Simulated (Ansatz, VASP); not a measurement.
Two plane-wave programs on Be2PtBr6

```xyz
9
Lattice="0.0000 4.8062 4.8062 4.8062 0.0000 4.8062 4.8062 4.8062 0.0000" Properties=species:S:1:pos:R:3 pbc="T T T"
Be    7.2093    7.2093    7.2093
Be    2.4031    2.4031    2.4031
Pt    0.0000    0.0000    0.0000
Br    0.0000    2.4031    2.4031
Br    4.8062    2.4031    2.4031
Br    2.4031    0.0000    2.4031
Br    2.4031    4.8062    2.4031
Br    2.4031    2.4031    0.0000
Br    2.4031    2.4031    4.8062
```

Change from the starting cell: ordered vacancies on the A sites of perovskite (Fm-3m, No. 225).

Alike in both runs: functional PBE; k mesh 4 × 4 × 4; occupations gaussian, width 0.1 eV; no spin polarisation.

Ansatz relaxed the structure, and its values are those at the end. VASP's run is a single point on that final structure, the one shown.

|  | VASP | Ansatz |
| --- | --- | --- |
| version | VASP 6.6.1 | Ansatz 0.2.0 |
| potentials or method | VASP PAW PBE potentials, release 64 (Be, Pt, Br), cutoff 520 eV | scalar-relativistic, plane waves, PAW |
| valence electrons in the cell | 56 | 64 |

|  | VASP | Ansatz | Ansatz less VASP |
| --- | --- | --- | --- |
| gap on the k mesh at the Fermi level (eV) | none | none | - |
| pressure (GPa) | -0.2 | -0.2 | +0.01 |

A gap of «none» marks a metal or a gap that the smearing closes. VASP's potentials hold 56 valence electrons a cell and Ansatz's 64, so a difference there can come from the potentials and not from the codes.

Neither program's run includes spin-orbit coupling.
